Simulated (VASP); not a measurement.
# NbN (Fm-3m) in VASP: single point with PBE+U

Aim: the single point of NbN with PBE+U.

All numbers are computed with VASP 6.6.1; they aren't measurements. Logs are shortened: lines on timing, memory, paths and dates and some standing lists are left out, and cuts for length are marked.

## Step 1: The cell of the first run

Symmetry: Fm-3m, No. 225, cubic system. Conventional cell: a = 4.389 Å, b = 4.389 Å, c = 4.389 Å, α = 90.00°, β = 90.00°, γ = 90.00°. Within 2.9 Å of Nb (site symmetry m-3m) lie 6 N at 2.19 Å. Within 2.9 Å of N (site symmetry m-3m) lie 6 Nb at 2.19 Å.

## Step 2: Single point, PBE+U, non-collinear spin, typed start, spin-orbit coupling

Contents of INCAR:

```
PREC = Accurate
ENCUT = 600
EDIFF = 1E-6
ISMEAR = 0
SIGMA = 0.05
LREAL = F
LASPH = T
NELM = 200
ALGO = Normal
ISIF = 2
LWAVE = F
LCHARG = T
MAGMOM = 0 0 2 0 0 -2 0 0 0 0 0 0
LORBIT = 11
LSORBIT = T
GGA_COMPAT = F
LORBMOM = T
LMAXMIX = 4
LDAU = T
LDAUTYPE = 2
LDAUL = 2 -1
LDAUU = 1 0
LDAUJ = 0 0
LDAUPRINT = 1
GGA = PE
LVHAR = T
NBANDS = 50
```

Contents of KPOINTS:

```
regular mesh
0
Gamma
  7 7 7
```

Contents of POSCAR:

```
NbN
1.0
    0.0000000000      2.1945007300      2.1945007300
    4.3890014600      2.1945007300      2.1945007300
    4.3890014600      4.3890014600      0.0000000000
Nb N
2 2
Direct
    0.5000000000      0.5000000000      0.0000000000
    0.5000000000      0.5000000000      0.5000000000
    0.0000000000      0.0000000000      0.0000000000
    0.0000000000      0.0000000000      0.5000000000
```

Potentials or basis: VASP PAW PBE potentials, release 64 (Nb_sv, N).

On the command line:

```
$ cat potpaw_PBE.64/Nb_sv/POTCAR potpaw_PBE.64/N/POTCAR > POTCAR
$ mpirun -np 1 vasp_ncl > vasp.out
```

OUTCAR:

```text
PREC = Accurate
   ENCUT = 600
   EDIFF = 1E-6
   ISMEAR = 0
   LREAL = F
   LASPH = T
   NELM = 200
   ISIF = 2
   LORBIT = 11
   LSORBIT = T
   GGA = PE

 ion  position               nearest neighbor table
   1  0.500  0.500  0.000-   4 2.19   3 2.19   4 2.19   3 2.19   4 2.19   4 2.19
   2  0.500  0.500  0.500-   3 2.19   3 2.19   4 2.19   4 2.19   3 2.19   3 2.19
   3  0.000  0.000  0.000-   2 2.19   1 2.19   2 2.19   1 2.19   2 2.19   2 2.19
   4  0.000  0.000  0.500-   1 2.19   1 2.19   2 2.19   2 2.19   1 2.19   1 2.19

  LATTYP: Found a simple tetragonal cell.
 ALAT       =     3.1034926950
 C/A-ratio  =     1.4142135624

  Lattice vectors:

 A1 = (   0.0000000000,  -2.1945007300,   2.1945007300)
 A2 = (   0.0000000000,  -2.1945007300,  -2.1945007300)
 A3 = (   4.3890014600,   0.0000000000,   0.0000000000)

Analysis of symmetry for initial positions (statically):
=====================================================================
 Subroutine PRICEL returns following result:

  LATTYP: Found a face centered cubic cell.
 ALAT       =     4.3890014600

  Lattice vectors:

 A1 = (  -2.1945007300,   2.1945007300,   0.0000000000)
 A2 = (  -2.1945007300,   0.0000000000,   2.1945007300)
 A3 = (   0.0000000000,   2.1945007300,   2.1945007300)

   2 primitive cells build up your supercell.

 Routine SETGRP: Setting up the symmetry group for a
 simple tetragonal supercell.

 Subroutine GETGRP returns: Found 16 space group operations
 (whereof 16 operations were pure point group operations)
 out of a pool of 16 trial point group operations.

The static configuration has the point symmetry D_4h.

Analysis of symmetry for dynamics (positions and initial velocities):
=====================================================================
 Subroutine PRICEL returns following result:

  LATTYP: Found a face centered cubic cell.
 ALAT       =     4.3890014600

  Lattice vectors:

 A1 = (  -2.1945007300,   2.1945007300,   0.0000000000)
 A2 = (  -2.1945007300,   0.0000000000,   2.1945007300)
 A3 = (   0.0000000000,   2.1945007300,   2.1945007300)

   2 primitive cells build up your supercell.

 Routine SETGRP: Setting up the symmetry group for a
 simple tetragonal supercell.

 Subroutine GETGRP returns: Found 16 space group operations
 (whereof 16 operations were pure point group operations)
[... 1535 lines left out ...]
      0.00000      0.00000      0.00000        -0.000000      0.000000      0.000000
      2.19450      2.19450      0.00000         0.000000     -0.000000      0.000000
 -----------------------------------------------------------------------------------
    total drift:                                0.000000      0.000000      0.000000

  FREE ENERGIE OF THE ION-ELECTRON SYSTEM (eV)
  ---------------------------------------------------
  free  energy   TOTEN  =       -39.4117645042 eV

  energy  without entropy=      -39.4074674696  energy(sigma->0) =      -39.40961599

 orbital moment (x)

 # of ion     p       d       tot
 ----------------------------------------
  1         0.000   0.000   0.000
  2         0.000   0.000   0.000
  3         0.000   0.000   0.000
  4         0.000   0.000   0.000
 ----------------------------------------
            0.000   0.000   0.000

 orbital moment (y)

 # of ion     p       d       tot
 ----------------------------------------
  1         0.000   0.000   0.000
  2         0.000   0.000   0.000
  3         0.000   0.000   0.000
  4         0.000   0.000   0.000
 ----------------------------------------
            0.000   0.000   0.000

 orbital moment (z)

 # of ion     p       d       tot
 ----------------------------------------
  1        -0.000  -0.000  -0.000
  2         0.000   0.000   0.000
  3         0.000   0.000   0.000
  4        -0.000   0.000  -0.000
 ----------------------------------------
           -0.000   0.000   0.000

 Spin-Orbit-Coupling matrix elements

 Ion:    1  E_soc:     -0.1677447
 l=   1
     0.0000000    -0.0258334    -0.0258355
    -0.0258334     0.0000000    -0.0258354
    -0.0258355    -0.0258354     0.0000000
 l=   2
     0.0000000    -0.0007535     0.0000000    -0.0007270    -0.0013770
    -0.0007535     0.0000000    -0.0010350    -0.0007535    -0.0003450
     0.0000000    -0.0010350     0.0000000    -0.0010320     0.0000000
    -0.0007270    -0.0007535    -0.0010320     0.0000000    -0.0003450
    -0.0013770    -0.0003450     0.0000000    -0.0003450     0.0000000
 l=   3
     0.0000000     0.0000000     0.0000000     0.0000000     0.0000000     0.0000000     0.0000000
     0.0000000     0.0000000     0.0000000     0.0000000     0.0000000     0.0000000     0.0000000
     0.0000000     0.0000000     0.0000000     0.0000000     0.0000000     0.0000000     0.0000000
     0.0000000     0.0000000     0.0000000     0.0000000     0.0000000     0.0000000     0.0000000
[... 49 lines left out ...]
 l=   2
     0.0000000     0.0000000     0.0000000     0.0000000     0.0000000
     0.0000000     0.0000000     0.0000000     0.0000000     0.0000000
     0.0000000     0.0000000     0.0000000     0.0000000     0.0000000
     0.0000000     0.0000000     0.0000000     0.0000000     0.0000000
     0.0000000     0.0000000     0.0000000     0.0000000     0.0000000
 l=   3
     0.0000000     0.0000000     0.0000000     0.0000000     0.0000000     0.0000000     0.0000000
     0.0000000     0.0000000     0.0000000     0.0000000     0.0000000     0.0000000     0.0000000
     0.0000000     0.0000000     0.0000000     0.0000000     0.0000000     0.0000000     0.0000000
     0.0000000     0.0000000     0.0000000     0.0000000     0.0000000     0.0000000     0.0000000
     0.0000000     0.0000000     0.0000000     0.0000000     0.0000000     0.0000000     0.0000000
     0.0000000     0.0000000     0.0000000     0.0000000     0.0000000     0.0000000     0.0000000
     0.0000000     0.0000000     0.0000000     0.0000000     0.0000000     0.0000000     0.0000000

 total charge

# of ion       s       p       d       tot
------------------------------------------
    1        2.154   6.062   2.362  10.578
    2        2.154   6.062   2.362  10.578
    3        1.237   2.518   0.000   3.755
    4        1.237   2.518   0.000   3.755
--------------------------------------------------
tot          6.782  17.160   4.724  28.666

 magnetization (x)

# of ion       s       p       d       tot
------------------------------------------
    1        0.000  -0.000   0.000   0.000
    2        0.000   0.000  -0.000  -0.000
    3        0.000   0.000   0.000   0.000
    4        0.000  -0.000   0.000  -0.000
--------------------------------------------------
tot          0.000  -0.000  -0.000  -0.000

 magnetization (y)

# of ion       s       p       d       tot
------------------------------------------
    1        0.000  -0.000  -0.000  -0.000
    2        0.000   0.000  -0.000  -0.000
    3       -0.000  -0.000   0.000  -0.000
    4        0.000  -0.000   0.000  -0.000
--------------------------------------------------
tot          0.000  -0.000  -0.000  -0.000

 magnetization (z)

# of ion       s       p       d       tot
------------------------------------------
    1       -0.000   0.000   0.000   0.000
    2        0.000  -0.000  -0.000  -0.000
    3       -0.000  -0.000   0.000  -0.000
    4        0.000   0.000   0.000   0.000
--------------------------------------------------
tot          0.000   0.000   0.000   0.000
```

Wall time 28 min (1 thread of AMD EPYC 7R13, shared host); peak memory 0.59 GiB.

Results:

```yaml
Free_energy: -39.4118 eV
Pressure: 8.7 GPa
Net_moment: 0.00 μB per cell
Valence_electrons_inside_the_program's_atomic_spheres: Nb 10.58; N 3.75
```

Moments on the atoms (μB; x, y, z):
```
Nb  0.00 0.00 0.00
Nb  0.00 0.00 0.00
N   0.00 0.00 0.00
N   0.00 0.00 0.00
```

Caveat: the cell stands under pressure. The state reached can hang on the start; a lower one may exist.
